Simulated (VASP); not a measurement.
# Ca3Mg (Pm-3m) in VASP: a series of runs

The runs below take Ca3Mg through single point, with LDA.

Program: VASP 6.6.1. These are calculated values, not measurements. Logs are shortened: lines on timing, memory, paths and dates and some standing lists are left out, and cuts for length are marked.

### Step 1. The cell of the first run

The structure is cubic, space group Pm-3m (No. 221). Conventional cell: a = 4.717 Å, b = 4.717 Å, c = 4.717 Å, α = 90.00°, β = 90.00°, γ = 90.00°. Within 4.4 Å of Ca (site symmetry 4/mmm) lie 8 Ca at 3.34 Å and 4 Mg at 3.34 Å. Mg (site symmetry m-3m) has 12 Ca at 3.34 Å within 4.4 Å.

### Step 2. Single point, LDA

INCAR

```
PREC = Accurate ; ENCUT = 520
EDIFF = 1E-6 ; ISMEAR = -1
SIGMA = 0.1 ; LREAL = F
LASPH = T ; NELM = 80
ALGO = Normal ; ISIF = 2
LWAVE = F ; LCHARG = F
GGA = CA ; NBANDS = 24
```

KPOINTS

```
Automatic mesh
0
Gamma
  5 5 5
```

POSCAR

```
Ca3Mg
1.0
    4.7168528032      0.0000000000      0.0000000000
    0.0000000000      4.7168528032      0.0000000000
    0.0000000000      0.0000000000      4.7168528032
Ca Mg
3 1
Direct
    0.5000000000      0.5000000000      0.0000000000
    0.0000000000      0.5000000000      0.5000000000
    0.5000000000      0.0000000000      0.5000000000
    0.0000000000      0.0000000000      0.0000000000
```

Potentials or basis: VASP PAW LDA potentials, release 64 (Ca_sv, Mg).

Started as:

```
$ cat potpaw_LDA.64/Ca_sv/POTCAR potpaw_LDA.64/Mg/POTCAR > POTCAR
$ mpirun -np 1 vasp_std > vasp.out
```

OUTCAR:

```text
PREC = Accurate
   ENCUT = 520
   EDIFF = 1E-6
   ISMEAR = -1
   LREAL = F
   LASPH = T
   NELM = 80
   ISIF = 2
   GGA = CA

 ion  position               nearest neighbor table
   1  0.500  0.500  0.000-   4 3.34   4 3.34   4 3.34   4 3.34
   2  0.000  0.500  0.500-   4 3.34   4 3.34   4 3.34   4 3.34
   3  0.500  0.000  0.500-   4 3.34   4 3.34   4 3.34   4 3.34
   4  0.000  0.000  0.000-   1 3.34   2 3.34   3 3.34   2 3.34   3 3.34   1 3.34   2 3.34   2 3.34
                             1 3.34   3 3.34   3 3.34   1 3.34

  LATTYP: Found a simple cubic cell.
 ALAT       =     4.7168528032

  Lattice vectors:

 A1 = (   4.7168528032,   0.0000000000,   0.0000000000)
 A2 = (   0.0000000000,   4.7168528032,   0.0000000000)
 A3 = (   0.0000000000,   0.0000000000,   4.7168528032)

Analysis of symmetry for initial positions (statically):
=====================================================================
 Subroutine PRICEL returns:
 Original cell was already a primitive cell.

 Routine SETGRP: Setting up the symmetry group for a
 simple cubic supercell.

 Subroutine GETGRP returns: Found 48 space group operations
 (whereof 48 operations were pure point group operations)
 out of a pool of 48 trial point group operations.

The static configuration has the point symmetry O_h .

Analysis of symmetry for dynamics (positions and initial velocities):
=====================================================================
 Subroutine PRICEL returns:
 Original cell was already a primitive cell.

 Routine SETGRP: Setting up the symmetry group for a
 simple cubic supercell.

 Subroutine GETGRP returns: Found 48 space group operations
 (whereof 48 operations were pure point group operations)
 out of a pool of 48 trial point group operations.

The dynamic configuration has the point symmetry O_h .

 Subroutine INISYM returns: Found 48 space group operations
 (whereof 48 operations are pure point group operations),
 and found     1 'primitive' translations

----------------------------------------------------------------------------------------

                                     Primitive cell

  volume of cell :     104.9438

  direct lattice vectors                    reciprocal lattice vectors
     4.716852803  0.000000000  0.000000000     0.212005768  0.000000000  0.000000000
     0.000000000  4.716852803  0.000000000     0.000000000  0.212005768  0.000000000
     0.000000000  0.000000000  4.716852803     0.000000000  0.000000000  0.212005768

  length of vectors
     4.716852803  4.716852803  4.716852803     0.212005768  0.212005768  0.212005768

  position of ions in fractional coordinates (direct lattice)
     0.500000000  0.500000000  0.000000000
     0.000000000  0.500000000  0.500000000
     0.500000000  0.000000000  0.500000000
     0.000000000  0.000000000  0.000000000

  ion indices of the primitive-cell ions
   primitive index   ion index
                 1           1
                 2           2
                 3           3
                 4           4

----------------------------------------------------------------------------------------

 KPOINTS: Automatic mesh

Automatic generation of k-mesh.
 Grid dimensions read from file:
 generate k-points for:    5    5    5

 Generating k-lattice:

  Cartesian coordinates                     Fractional coordinates (reciprocal lattice)
     0.042401154  0.000000000  0.000000000     0.200000000  0.000000000  0.000000000
     0.000000000  0.042401154  0.000000000     0.000000000  0.200000000  0.000000000
     0.000000000  0.000000000  0.042401154     0.000000000  0.000000000  0.200000000

  Length of vectors
     0.042401154  0.042401154  0.042401154

  Shift w.r.t. Gamma in fractional coordinates (k-lattice)
     0.000000000  0.000000000  0.000000000

 Subroutine IBZKPT returns following result:
 ===========================================

 Found     10 irreducible k-points:

 Following reciprocal coordinates:
            Coordinates               Weight
  0.000000  0.000000  0.000000      1.000000
  0.200000  0.000000  0.000000      6.000000
  0.400000  0.000000  0.000000      6.000000
  0.200000  0.200000  0.000000     12.000000
  0.400000  0.200000  0.000000     24.000000
  0.400000  0.400000  0.000000     12.000000
  0.200000  0.200000  0.200000      8.000000
  0.400000  0.200000  0.200000     24.000000
  0.400000  0.400000  0.200000     24.000000
  0.400000  0.400000  0.400000      8.000000
   k-points           NKPTS =     10   k-points in BZ     NKDIM =     10   number of bands    NBANDS=     24
   number of dos      NEDOS =    301   number of ions     NIONS =      4
   total plane-waves  NPLWV =  46656
   dimension x,y,z NGX =    36 NGY =   36 NGZ =   36
   dimension x,y,z NGXF=    72 NGYF=   72 NGZF=   72
   ions per type =               3   1
   NGX,Y,Z   is equivalent  to a cutoff of  12.69, 12.69, 12.69 a.u.
   NGXF,Y,Z  is equivalent  to a cutoff of  25.38, 25.38, 25.38 a.u.
 SYSTEM =  unknown system
   PREC   = accura    normal or accurate (medium, high low for compatibility)
   ISTART =      0    job   : 0-new  1-cont  2-samecut
   ICHARG =      2    charge: 1-file 2-atom 10-const
   ISPIN  =      1    spin polarized calculation?
   LNONCOLLINEAR =      F non collinear calculations
   LSORBIT =      F    spin-orbit coupling
   LASPH  =      T    aspherical Exc in radial PAW
   ENCUT  =  520.0 eV  38.22 Ry    6.18 a.u.   8.77  8.77  8.77*2*pi/ulx,y,z
   NELM   =     80;   NELMIN=  2; NELMDL= -5     # of ELM steps
   EDIFF  = 0.1E-05   stopping-criterion for ELM
   LREAL  =      F    real-space projection
   EDIFFG = 0.1E-04   stopping-criterion for IOM
   NSW    =      0    number of steps for IOM
   IBRION =     -1    ionic relax: 0-MD 1-quasi-New 2-CG
   NFREE  =      0    steps in history (QN), initial steepest desc. (CG)
   ISIF   =      2    stress and relaxation
   ISYM   =      2    0-nonsym 1-usesym 2-fastsym
   POTIM  = 0.5000    time-step for ionic-motion
   TEBEG  =    0.0;   TEEND  =   0.0 temperature during run
   PSTRESS=    0.0 pullay stress
   NELECT =      32.0000    total number of electrons
   NUPDOWN=      -1.0000    fix difference up-down
   EMIN   =  10.00;   EMAX   =-10.00  energy-range for DOS
   EFERMI =   0.00;   METHOD = LEGACY
   ISMEAR =    -1;   SIGMA  =   0.10  broadening in eV -4-tet -1-fermi 0-gaus
   EFERMI_NEDOS =   21; number of points for ismear=-14 and -15
   IALGO  =     38    algorithm
   IMIX   =      4    mixing-type and parameters
     AMIX     =   0.40;   BMIX     =  1.00
     AMIX_MAG =   1.60;   BMIX_MAG =  1.00
  volume/ion in A,a.u.               =      26.24       177.05
  Fermi-wavevector in a.u.,A,eV,Ry     =   1.101892  2.082275 16.519741  1.214167
  Thomas-Fermi vector in A             =   2.238327
   LORBIT       =      0    0 simple, 1 ext, 2 COOP (PROOUT), +10 PAW based schemes
   GGA     = CA    functional components
   LHFCALC =     F    Hartree Fock is set to
   AEXX    =    0.0000 exact exchange contribution
   IVDW    =     0    specifies the selected vdW correction
   LEPSILON=     F    determine dielectric tensor
   LRPA    =     F    only Hartree local field effects (RPA)
 non-spin polarized calculation
  energy-cutoff  :      520.00
  volume of cell :      104.94
 maximum number of plane-waves:      2854
 NGX is ok and might be reduce to    36
   NGX = 17   NGY = 17   NGZ = 17

 number of electron      32.0000002 magnetization

 Free energy of the ion-electron system (eV)
  ---------------------------------------------------
  ext. energy  EPLUGINS =         0.00000000
  ---------------------------------------------------
  free energy    TOTEN  =        -8.11554003 eV

  energy without entropy =       -7.96816112  energy(sigma->0) =       -8.04185057

 E-fermi :   3.3841     XC(G=0):  -9.3230

 val. band max:        3.3463867175   @ k =   0.4000   0.2000   0.2000
 cond. band min:       3.4598922951   @ k =   0.4000   0.4000   0.2000
 fundamental gap:      0.1135055776
 Fermi energy:         3.3840820508

 k-point     1 :       0.0000    0.0000    0.0000
  band No.  band energies     occupation
      1     -37.2537      2.00000
      2     -37.1403      2.00000
      3     -37.1403      2.00000
      4     -18.8005      2.00000
      5     -18.8005      2.00000
      6     -18.8005      2.00000
[... 16 lines left out ...]
     23       7.0980      0.00000
     24       7.0980      0.00000

 k-point     2 :       0.2000    0.0000    0.0000
  band No.  band energies     occupation
      1     -37.2442      2.00000
      2     -37.1497      2.00000
      3     -37.1402      2.00000
      4     -18.7756      2.00000
      5     -18.7756      2.00000
      6     -18.7626      2.00000
[... 16 lines left out ...]
     23       6.7927      0.00000
     24       7.2952      0.00000

 k-point     3 :       0.4000    0.0000    0.0000
  band No.  band energies     occupation
      1     -37.2220      2.00000
      2     -37.1718      2.00000
      3     -37.1399      2.00000
      4     -18.7240      2.00000
      5     -18.7240      2.00000
      6     -18.6581      2.00000
[... 16 lines left out ...]
     23       6.2328      0.00000
     24       6.7693      0.00000
[... 136 lines left out ...]
 k-point     9 :       0.4000    0.4000    0.2000
  band No.  band energies     occupation
      1     -37.1928      2.00000
      2     -37.1738      2.00000
      3     -37.1658      2.00000
      4     -18.8625      2.00000
      5     -18.7344      2.00000
      6     -18.6621      2.00000
[... 16 lines left out ...]
     23       6.5142      0.00000
     24       6.7061      0.00000

 k-point    10 :       0.4000    0.4000    0.4000
  band No.  band energies     occupation
      1     -37.1845      2.00000
      2     -37.1736      2.00000
      3     -37.1736      2.00000
      4     -18.9432      2.00000
      5     -18.7362      2.00000
      6     -18.7317      2.00000
[... 16 lines left out ...]
     23       6.2780      0.00000
     24       6.7632      0.00000

------------------------ aborting loop because EDIFF is reached ----------------------------------------

  FORCE on cell =-STRESS in cart. coord.  units (eV):
  Direction    XX          YY          ZZ          XY          YZ          ZX
  --------------------------------------------------------------------------------------
  -------------------------------------------------------------------------------------
  Total        5.2001562      5.2001562      5.2001562      0.0000000      0.0000000     -0.0000000
  in kB       79.3907672     79.3907672     79.3907672      0.0000000      0.0000000     -0.0000000
  external PRESSURE =      79.3907672 kB  Pullay stress =       0.0000000 kB

 VOLUME and BASIS-vectors are now :
 -----------------------------------------------------------------------------
  energy-cutoff  :      520.00
  volume of cell :      104.94
      direct lattice vectors                 reciprocal lattice vectors
     4.716852803  0.000000000  0.000000000     0.212005768  0.000000000  0.000000000
     0.000000000  4.716852803  0.000000000     0.000000000  0.212005768  0.000000000
     0.000000000  0.000000000  4.716852803     0.000000000  0.000000000  0.212005768

 POSITION                                       TOTAL-FORCE (eV/Angst)
 -----------------------------------------------------------------------------------
      2.35843      2.35843      0.00000         0.000000      0.000000      0.000000
      0.00000      2.35843      2.35843         0.000000      0.000000      0.000000
      2.35843      0.00000      2.35843         0.000000      0.000000      0.000000
      0.00000      0.00000      0.00000         0.000000      0.000000      0.000000
 -----------------------------------------------------------------------------------
    total drift:                                0.000000      0.000000      0.000000

  FREE ENERGIE OF THE ION-ELECTRON SYSTEM (eV)
  ---------------------------------------------------
  free  energy   TOTEN  =        -8.1155400251 eV

  energy  without entropy=       -7.9681611188  energy(sigma->0) =       -8.04185057
```

Run time: 10 s. Hardware: 1 thread of Intel Xeon 6975P-C (Granite Rapids), shared host; peak memory 0.18 GiB.

Results:

| Quantity | Value |
| --- | --- |
| Free energy | -8.1155 eV |
| Pressure | 7.9 GPa |
| Band gap on the k mesh | zero (bands 16 and 17 overlap by 0.46 eV) |

Caveat: the cell stands under pressure.

### Step 3. Single point, LDA

This run uses another cell than the first one, of 27.44 Å³/atom.

INCAR

```
SYSTEM = Ca3Mg
ALGO     = Normal         ! electronic algorithm
EDIFF    = 1E-6           ! SCF threshold, eV
ENCUT    = 520            ! plane-wave cutoff, eV
GGA      = CA             ! functional
ISIF     = 2              ! what is computed and relaxed
ISMEAR   = -1             ! smearing method
LASPH    = .True.         ! aspherical terms in the spheres
LCHARG   = .False.        ! write CHGCAR
LREAL    = .False.        ! projectors in reciprocal space
LWAVE    = .False.        ! write WAVECAR
NBANDS   = 24             ! bands
NELM     = 60             ! most SCF steps
PREC     = Accurate       ! precision mode
SIGMA    = 0.1            ! smearing width, eV
```

KPOINTS

```
k-points
0
Gamma
  5 5 5
  0 0 0
```

POSCAR

```
Ca3Mg
1.0
    4.7880863067      0.0000000000      0.0000000000
    0.0000000000      4.7880863067      0.0000000000
    0.0000000000      0.0000000000      4.7880863067
Ca Mg
3 1
Direct
    0.5000000000      0.5000000000      0.0000000000
    0.0000000000      0.5000000000      0.5000000000
    0.5000000000      0.0000000000      0.5000000000
    0.0000000000      0.0000000000      0.0000000000
```

Potentials or basis: VASP PAW LDA potentials, release 64 (Ca_sv, Mg).

Started as:

```
$ cat potpaw_LDA.64/Ca_sv/POTCAR potpaw_LDA.64/Mg/POTCAR > POTCAR
$ mpirun -np 1 vasp_std > vasp.out
```

It took 10 s on 1 thread of Intel Xeon 6975P-C (Granite Rapids), shared host; peak memory 0.18 GiB.

The run converged. Its results:

- Free energy: -8.3247 eV
- Pressure: 5.9 GPa
- Band gap on the k mesh: zero (bands 16 and 17 overlap by 0.45 eV)

Levels at points of the mesh, in eV from the Fermi level:
```
           k point  band 12  band 13  band 14  band 15  band 16  band 17  band 18  band 19  band 20  band 21
(0.00, 0.00, 0.00)   -21.84    -5.11    -1.38    -0.12    -0.12     0.75     0.75     0.75     1.46     1.46
```

Caveat: the cell stands under pressure.
